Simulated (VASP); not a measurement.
# ZrPt3 (Pm-3m) in VASP: single point with LDA

Aim: the single point of ZrPt3 with LDA.

Everything below comes from runs of VASP 6.6.1. Logs are shortened: lines on timing, memory, paths and dates and some standing lists are left out, and cuts for length are marked.

## (1) The cell of the first run

It takes space group Pm-3m (No. 221, cubic). Conventional cell: a = 3.971 Å, b = 3.971 Å, c = 3.971 Å, α = 90.00°, β = 90.00°, γ = 90.00°. Within 3.7 Å of Zr (site symmetry m-3m) lie 12 Pt at 2.81 Å. Pt (site symmetry 4/mmm) has 4 Zr at 2.81 Å and 8 Pt at 2.81 Å within 3.7 Å.

## (2) Single point, LDA

INCAR

```
SYSTEM = ZrPt3
ALGO = Normal ; EDIFF = 1E-7
ENCUT = 520 ; ISIF = 2
ISMEAR = -1 ; LASPH = .TRUE.
LCHARG = .FALSE. ; LREAL = .FALSE.
LWAVE = .FALSE. ; NBANDS = 29
NELM = 60 ; PREC = Accurate
SIGMA = 0.05
```

KPOINTS

```
k-points
0
G
  11 11 11
  0 0 0
```

POSCAR

```
ZrPt3
1.0
    3.9713077928      0.0000000000      0.0000000000
    0.0000000000      3.9713077928      0.0000000000
    0.0000000000      0.0000000000      3.9713077928
Zr Pt
1 3
Direct
    0.0000000000      0.0000000000      0.0000000000
    0.0000000000      0.5000000000      0.5000000000
    0.5000000000      0.0000000000      0.5000000000
    0.5000000000      0.5000000000      0.0000000000
```

Potentials or basis: VASP PAW LDA potentials, release 64 (Zr_sv, Pt).

Started as:

```console
$ cat potpaw_LDA.64/Zr_sv/POTCAR potpaw_LDA.64/Pt/POTCAR > POTCAR
$ mpirun -np 1 vasp_std > vasp.out
```

OUTCAR:

```text
SYSTEM = ZrPt3
   EDIFF = 1E-7
   ENCUT = 520
   ISIF = 2
   ISMEAR = -1
   LASPH = .TRUE.
   LREAL = .FALSE.
   NELM = 60
   PREC = Accurate

 ion  position               nearest neighbor table
   1  0.000  0.000  0.000-   2 2.81   3 2.81   4 2.81   2 2.81   3 2.81   2 2.81   4 2.81   2 2.81
                             3 2.81   4 2.81   3 2.81   4 2.81
   2  0.000  0.500  0.500-   1 2.81   3 2.81   4 2.81   1 2.81   4 2.81   1 2.81   3 2.81   1 2.81
                             3 2.81   4 2.81   4 2.81   3 2.81
   3  0.500  0.000  0.500-   1 2.81   2 2.81   4 2.81   1 2.81   4 2.81   2 2.81   4 2.81   4 2.81
                             1 2.81   2 2.81   1 2.81   2 2.81
   4  0.500  0.500  0.000-   1 2.81   2 2.81   3 2.81   2 2.81   3 2.81   1 2.81   3 2.81   3 2.81
                             1 2.81   2 2.81   2 2.81   1 2.81

  LATTYP: Found a simple cubic cell.
 ALAT       =     3.9713077928

  Lattice vectors:

 A1 = (   3.9713077928,   0.0000000000,   0.0000000000)
 A2 = (   0.0000000000,   3.9713077928,   0.0000000000)
 A3 = (   0.0000000000,   0.0000000000,   3.9713077928)

Analysis of symmetry for initial positions (statically):
=====================================================================
 Subroutine PRICEL returns:
 Original cell was already a primitive cell.

 Routine SETGRP: Setting up the symmetry group for a
 simple cubic supercell.

 Subroutine GETGRP returns: Found 48 space group operations
 (whereof 48 operations were pure point group operations)
 out of a pool of 48 trial point group operations.

The static configuration has the point symmetry O_h .

Analysis of symmetry for dynamics (positions and initial velocities):
=====================================================================
 Subroutine PRICEL returns:
 Original cell was already a primitive cell.

 Routine SETGRP: Setting up the symmetry group for a
 simple cubic supercell.

 Subroutine GETGRP returns: Found 48 space group operations
 (whereof 48 operations were pure point group operations)
 out of a pool of 48 trial point group operations.

The dynamic configuration has the point symmetry O_h .

 Subroutine INISYM returns: Found 48 space group operations
 (whereof 48 operations are pure point group operations),
 and found     1 'primitive' translations

----------------------------------------------------------------------------------------

                                     Primitive cell

  volume of cell :      62.6326

  direct lattice vectors                    reciprocal lattice vectors
[... 86 lines left out ...]
   LNONCOLLINEAR =      F non collinear calculations
   LSORBIT =      F    spin-orbit coupling
   LASPH  =      T    aspherical Exc in radial PAW
   ENCUT  =  520.0 eV  38.22 Ry    6.18 a.u.   7.38  7.38  7.38*2*pi/ulx,y,z
   NELM   =     60;   NELMIN=  2; NELMDL= -5     # of ELM steps
   EDIFF  = 0.1E-06   stopping-criterion for ELM
   LREAL  =      F    real-space projection
   EDIFFG = 0.1E-05   stopping-criterion for IOM
   NSW    =      0    number of steps for IOM
   IBRION =     -1    ionic relax: 0-MD 1-quasi-New 2-CG
   NFREE  =      0    steps in history (QN), initial steepest desc. (CG)
   ISIF   =      2    stress and relaxation
   ISYM   =      2    0-nonsym 1-usesym 2-fastsym
   POTIM  = 0.5000    time-step for ionic-motion
   TEBEG  =    0.0;   TEEND  =   0.0 temperature during run
   PSTRESS=    0.0 pullay stress
   NELECT =      42.0000    total number of electrons
   NUPDOWN=      -1.0000    fix difference up-down
   EMIN   =  10.00;   EMAX   =-10.00  energy-range for DOS
   EFERMI =   0.00;   METHOD = LEGACY
   ISMEAR =    -1;   SIGMA  =   0.05  broadening in eV -4-tet -1-fermi 0-gaus
   EFERMI_NEDOS =   21; number of points for ismear=-14 and -15
   IALGO  =     38    algorithm
   IMIX   =      4    mixing-type and parameters
     AMIX     =   0.40;   BMIX     =  1.00
     AMIX_MAG =   1.60;   BMIX_MAG =  1.00
  volume/ion in A,a.u.               =      15.66       105.67
  Fermi-wavevector in a.u.,A,eV,Ry     =   1.432928  2.707841 27.936608  2.053283
  Thomas-Fermi vector in A             =   2.552502
   LORBIT       =      0    0 simple, 1 ext, 2 COOP (PROOUT), +10 PAW based schemes
   GGA     = CA    functional components
   LHFCALC =     F    Hartree Fock is set to
   AEXX    =    0.0000 exact exchange contribution
   IVDW    =     0    specifies the selected vdW correction
   LEPSILON=     F    determine dielectric tensor
   LRPA    =     F    only Hartree local field effects (RPA)
 non-spin polarized calculation
  energy-cutoff  :      520.00
  volume of cell :       62.63
 maximum number of plane-waves:      1743
 NGX is ok and might be reduce to    30
   NGX = 15   NGY = 15   NGZ = 15

 number of electron      42.0000007 magnetization

 Free energy of the ion-electron system (eV)
  ---------------------------------------------------
  ext. energy  EPLUGINS =         0.00000000
  ---------------------------------------------------
  free energy    TOTEN  =       -36.09818540 eV

  energy without entropy =      -36.09512711  energy(sigma->0) =      -36.09665625

 E-fermi :  12.4779     XC(G=0): -13.4155

 val. band max:       12.4501286003   @ k =   0.4545   0.0000   0.0000
 cond. band min:      12.5700156424   @ k =   0.4545   0.0909   0.0000
 fundamental gap:      0.1198870420
 Fermi energy:        12.4778631477

 k-point     1 :       0.0000    0.0000    0.0000
  band No.  band energies     occupation
      1     -37.1863      2.00000
      2     -15.3884      2.00000
      3     -15.3884      2.00000
      4     -15.3884      2.00000
      5       2.2262      2.00000
      6       4.8254      2.00000
[... 757 lines left out ...]
     28      18.1438      0.00000
     29      18.9098      0.00000

 [... further k-points ...]
[... 5 lines left out ...]
  --------------------------------------------------------------------------------------
  -------------------------------------------------------------------------------------
  Total        0.2973282      0.2973282      0.2973282     -0.0000000     -0.0000000      0.0000000
  in kB        7.6058197      7.6058197      7.6058197     -0.0000000     -0.0000000      0.0000000
  external PRESSURE =       7.6058197 kB  Pullay stress =       0.0000000 kB

 VOLUME and BASIS-vectors are now :
 -----------------------------------------------------------------------------
  energy-cutoff  :      520.00
  volume of cell :       62.63
      direct lattice vectors                 reciprocal lattice vectors
     3.971307793  0.000000000  0.000000000     0.251806219  0.000000000  0.000000000
     0.000000000  3.971307793  0.000000000     0.000000000  0.251806219  0.000000000
     0.000000000  0.000000000  3.971307793     0.000000000  0.000000000  0.251806219

 POSITION                                       TOTAL-FORCE (eV/Angst)
 -----------------------------------------------------------------------------------
      0.00000      0.00000      0.00000         0.000000      0.000000      0.000000
      0.00000      1.98565      1.98565         0.000000      0.000000      0.000000
      1.98565      0.00000      1.98565         0.000000      0.000000      0.000000
      1.98565      1.98565      0.00000         0.000000      0.000000      0.000000
 -----------------------------------------------------------------------------------
    total drift:                                0.000000      0.000000     -0.000000

  FREE ENERGIE OF THE ION-ELECTRON SYSTEM (eV)
  ---------------------------------------------------
  free  energy   TOTEN  =       -36.0981853988 eV

  energy  without entropy=      -36.0951271090  energy(sigma->0) =      -36.09665625
```

OSZICAR:

```text
N       E                     dE             d eps       ncg     rms          rms(c)
DAV:   1     0.306074001161E+03    0.30607E+03   -0.22510E+04  3248   0.144E+03
DAV:   2    -0.242722856388E+02   -0.33035E+03   -0.31768E+03  3594   0.356E+02
DAV:   3    -0.376443866270E+02   -0.13372E+02   -0.13129E+02  4353   0.647E+01
DAV:   4    -0.380023920375E+02   -0.35801E+00   -0.35733E+00  4296   0.909E+00
DAV:   5    -0.380098058065E+02   -0.74138E-02   -0.74133E-02  4024   0.114E+00    0.256E+01
DAV:   6    -0.364337903553E+02    0.15760E+01   -0.32142E+00  3403   0.114E+01    0.113E+01
DAV:   7    -0.361448696507E+02    0.28892E+00   -0.90455E-01  3937   0.564E+00    0.332E+00
DAV:   8    -0.361036766398E+02    0.41193E-01   -0.15662E-01  3585   0.243E+00    0.180E+00
DAV:   9    -0.360991354692E+02    0.45412E-02   -0.23164E-02  3603   0.104E+00    0.635E-01
DAV:  10    -0.360981901212E+02    0.94535E-03   -0.15923E-03  3824   0.276E-01    0.549E-02
DAV:  11    -0.360981877179E+02    0.24032E-05   -0.10471E-04  4303   0.635E-02    0.220E-02
DAV:  12    -0.360981852924E+02    0.24255E-05   -0.96263E-06  3721   0.213E-02    0.565E-03
DAV:  13    -0.360981854772E+02   -0.18478E-06   -0.19035E-06  4102   0.782E-03    0.505E-03
DAV:  14    -0.360981853988E+02    0.78429E-07   -0.18388E-07  2954   0.314E-03
   1 F= -.36098185E+02 E0= -.36096656E+02  d E =-.305829E-02
```

Run time: 99 s. Hardware: 1 thread of AMD EPYC 7R43 (Zen 3), shared host; peak memory 0.18 GiB.

What came out:

```
Free energy            : -36.0982 eV
Pressure               : 0.8 GPa
Band gap on the k mesh : zero (band 21 reaches 13.99 eV, above the bottom of band 22 at 12.42 eV)
```

Caveat: spin-orbit coupling is left out, which moves the levels of the heavy elements.
